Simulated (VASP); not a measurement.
A run of VASP 6.6.1 is set up as follows.

INCAR

```
SYSTEM = Na
PREC     = Accurate       ! precision mode
ENCUT    = 600            ! plane-wave cutoff, eV
EDIFF    = 1E-6           ! SCF threshold, eV
ISMEAR   = -1             ! smearing method
SIGMA    = 0.08           ! smearing width, eV
LREAL    = .False.        ! projectors in reciprocal space
LASPH    = .True.         ! aspherical terms in the spheres
NELM     = 100            ! most SCF steps
ALGO     = Normal         ! electronic algorithm
ISIF     = 3              ! what is computed and relaxed
LWAVE    = .False.        ! write WAVECAR
LCHARG   = .False.        ! write CHGCAR
GGA      = PS             ! functional
IBRION   = 2              ! ionic algorithm
NSW      = 100            ! ionic steps
EDIFFG   = -0.002         ! ionic threshold
PSTRESS  = 150.0
```

Contents of KPOINTS:

```
regular mesh
0
Gamma
  14 14 8
  0 0 0
```

Contents of POSCAR:

```
Na
1.0
    3.7173450343      0.0000000000      0.0000000000
   -1.8586725172      3.2193152344      0.0000000000
    0.0000000000      0.0000000000      6.0723777727
Na
2
Direct
    0.3333333333      0.6666666667      0.2500000000
    0.6666666667      0.3333333333      0.7500000000
```

Potentials or basis: VASP PAW PBE potentials, release 64 (Na_pv).

The run is started by

```sh
$ cat potpaw_PBE.64/Na_pv/POTCAR > POTCAR
$ mpirun -np 1 vasp_std > vasp.out
```

**Question.** What does it give for the relaxed volume?

**Answer.** 19.72 Å³/atom.

**Question.** What does it give for the relaxed cell?

**Answer.** a = 3.030 Å, b = 3.030 Å, c = 4.962 Å, α = 90.00°, β = 90.00°, γ = 120.00°.

**Question.** What does it give for the band gap on the k mesh?

**Answer.** Zero (bands 7 and 8 overlap by 5.82 eV).

Step by step:
| step | energy change (eV) | largest force (eV/Å) | pressure (GPa) | volume (Å³) |
| --- | --- | --- | --- | --- |
| 1 | 0.0000 | 0.0000 | 0.02 | 72.67 |
| 2 | 0.7018 | 0.0000 | 11.20 | 42.48 |
| 3 | 0.9342 | 0.0000 | 14.76 | 39.63 |
| 4 | 0.9843 | 0.0000 | 15.58 | 39.10 |
| 5 | 0.9453 | 0.0000 | 14.87 | 39.51 |
| 6 | 0.9528 | 0.0000 | 15.05 | 39.43 |
| 7 | 0.9506 | 0.0000 | 15.00 | 39.45 |
| 8 | 0.9499 | 0.0000 | 14.95 | 39.46 |
| 9 | 0.9531 | 0.0000 | 15.05 | 39.43 |
| 10 | 0.9512 | 0.0000 | 15.01 | 39.45 |
| 11 | 0.9515 | 0.0000 | 15.00 | 39.44 |
| 12 | 0.9523 | 0.0000 | 15.03 | 39.43 |
| 13 | 0.9520 | 0.0000 | 15.05 | 39.44 |
| 14 | 0.9517 | 0.0000 | 15.04 | 39.44 |
| 15 | 0.9516 | 0.0000 | 15.01 | 39.44 |
| 16 | 0.9516 | 0.0000 | 15.02 | 39.44 |
| 17 | 0.9516 | 0.0000 | 15.02 | 39.44 |
| 18 | 0.9515 | 0.0000 | 15.02 | 39.44 |

Caveat: the cell is relaxed towards a set pressure, so the run minimises the enthalpy, not the energy; the volume moved by over 15 % at a fixed basis, so the end points are rough; the PAW data sets were made with another functional, which shifts forces and pressure a little.
